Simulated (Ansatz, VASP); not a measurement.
## Ir in VASP and in Ansatz

```
Ir
1.0
    -1.61221    1.61221    1.61221
     1.61221   -1.61221    1.61221
     1.61221    1.61221   -1.61221
Ir
1
Direct
  0.00000 0.00000 0.00000
```

Alike in both runs: functional PBE; k mesh 19 × 19 × 19; occupations fermi-dirac, width 0.05 eV; no spin polarisation.

Ansatz relaxed the structure, and its values are those at the end. VASP's run is a single point on that final structure, the one shown.

|  | VASP | Ansatz |
| --- | --- | --- |
| version | VASP 6.6.1 | Ansatz 0.2.0 |
| potentials or method | VASP PAW PBE potentials, release 64 (Ir), cutoff 520 eV | all-electron LAPW, non-relativistic |

Ansatz gave:

* pressure (GPa): 0.0

**Question.** What did VASP give for the same quantities?

**Answer.** Pressure (GPa): -25.0.

One of these differences is far larger than is usual between the two programs; its cause wasn't traced. Ansatz ran all-electron here, and VASP with PAW potentials.

Spin-orbit coupling is off throughout.
